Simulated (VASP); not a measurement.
Write the native input for VASP 6.6.1 that does the following.

```yaml
Task: single point
Functional: r2SCAN
Potentials_or_basis: VASP PAW PBE potentials, release 64 (Sn_d, O)
Cutoff: 520 eV
k_mesh: 9 × 6 × 5
Occupations: fermi-dirac, width 0.05 eV
Spin: no spin polarisation
Dipole_correction: no
Further_INCAR_settings: ALGO = Normal; EDIFF = 1e-07; NBANDS = 20
```

System: SnO2, a wire with vacuum.

```
CELL_PARAMETERS angstrom
2.99777 0.00000 0.00000
0.00000 8.31474 0.00000
0.00000 0.00000 8.56792
ATOMIC_POSITIONS crystal
Sn 0.50000 0.50000 0.00000
O 0.00000 0.50000 0.84607
O 0.00000 0.50000 0.15393
```

The input as run:

POSCAR

```
SnO2
1.0
    2.9977738972      0.0000000000      0.0000000000
    0.0000000000      8.3147389839      0.0000000000
    0.0000000000      0.0000000000      8.5679181173
Sn O
1 2
Direct
    0.5000000000      0.5000000000      0.0000000000
    0.0000000000      0.5000000000      0.8460653901
    0.0000000000      0.5000000000      0.1539346099
```

INCAR.step1

```
PREC = Accurate ; ENCUT = 520
ISMEAR = -1 ; SIGMA = 0.05
LREAL = False ; LASPH = True
NELM = 100 ; NBANDS = 20
GGA = PE ; ALGO = Normal
EDIFF = 1E-4 ; LWAVE = True
LCHARG = False
```

INCAR.step2

```
PREC = Accurate ; ENCUT = 520
EDIFF = 1E-7 ; ISMEAR = -1
SIGMA = 0.05 ; LREAL = False
LASPH = True ; NELM = 100
ALGO = Normal ; ISIF = 2
LWAVE = False ; LCHARG = False
METAGGA = R2SCAN ; LMIXTAU = True
NBANDS = 20 ; ISTART = 1
```

KPOINTS

```
regular mesh
0
Gamma
  9 6 5
```

Potentials or basis: VASP PAW PBE potentials, release 64 (Sn_d, O).

Command:

```bash
$ cat potpaw_PBE.64/Sn_d/POTCAR potpaw_PBE.64/O/POTCAR > POTCAR
$ cp INCAR.step1 INCAR
$ mpirun -np 1 vasp_std > vasp.out
$ cp INCAR.step2 INCAR
$ mpirun -np 1 vasp_std > vasp.out
```

It gave:

```
Largest force          : 0.163 eV/Å
Band gap on the k mesh : 2.56 eV (least direct gap 2.88 eV)
```

Caveat: the PAW data sets were made with another functional, which shifts forces and pressure a little; spin-orbit coupling is left out, which moves the levels of the heavy elements.

Wall time 14 min on 1 thread of Intel(R) Xeon(R) Platinum 8259CL CPU @ 2.50GHz (Skylake/Cascade Lake) (shared host), peak memory 0.5 GiB.
